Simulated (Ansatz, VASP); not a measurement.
## One calculation of MgB2, two programs

The input INCAR:

```
SYSTEM = MgB2
ALGO = Normal ; EDIFF = 1E-6
EDIFFG = -0.001 ; ENCUT = 600
GGA = PE ; IBRION = 2
ISIF = 3 ; ISMEAR = -1
LASPH = .TRUE. ; LCHARG = .FALSE.
LREAL = .FALSE. ; LWAVE = .FALSE.
NELM = 100 ; NSW = 80
PREC = Accurate ; SIGMA = 0.15
```

The input KPOINTS:

```
k-points
0
G
  21 21 16
  0 0 0
```

File POSCAR:

```
MgB2
1.0
    3.0753106175      0.0000000000      0.0000000000
   -1.5376553087      2.6632971193      0.0000000000
    0.0000000000      0.0000000000      3.5241430604
Mg B
1 2
Direct
    0.0000000000      0.0000000000      0.0000000000
    0.3333333333      0.6666666667      0.5000000000
    0.6666666667      0.3333333333      0.5000000000
```

Input for Ansatz:

```yaml
crystal:
  lattice:
    - [3.0753106175, 0.0, 0.0]
    - [-1.5376553087, 2.6632971193, 0.0]
    - [0.0, 0.0, 3.5241430604]
  atoms:
    - { symbol: Mg, position: [0.0, 0.0, 0.0] }
    - { symbol: B, position: [0.3333333333, 0.6666666667, 0.5] }
    - { symbol: B, position: [0.6666666667, 0.3333333333, 0.5] }
basis:
  ecutwfc: 420
kpoints:
  mp_grid: { grid: [21, 21, 16] }
hamiltonian:
  xc: pbe
scf:
  occupations: { method: fermi_dirac, width: 0.15 }
output:
  forces: true
  stress: true
  eigenvalues: true
relax:
  adjacent_minimum: "off"
  f_tol: 0.001
  max_steps: 60
  cell: { stress_tol: 0.01 }
```

Alike in both runs: task relaxation of cell and atoms; functional PBE; k mesh 21 × 21 × 16; occupations fermi-dirac, width 0.15 eV; no spin polarisation.

```csv
,VASP,Ansatz
version,VASP 6.6.1,Ansatz 0.2.0
potentials or method,"VASP PAW PBE potentials, release 64 (Mg, B), cutoff 600 eV","scalar-relativistic, plane waves, PAW"
valence electrons in the cell,8,16
```

Ansatz gave:

```
gap on the k mesh at the Fermi level, each at its own relaxed structure (eV) : none
relaxed volume (Å³/atom)                                                     : 9.63
relaxed cell length with the largest relative difference (Å)                 : 3.525
```

**Question.** Estimate VASP's values.

**Answer.** gap on the k mesh at the Fermi level, each at its own relaxed structure (eV): none; relaxed volume (Å³/atom): 9.61; relaxed cell length with the largest relative difference (Å): 3.520.

A gap of «none» marks a metal or a gap that the smearing closes. VASP's potentials hold 8 valence electrons a cell and Ansatz's 16, so a difference there can come from the potentials and not from the codes.
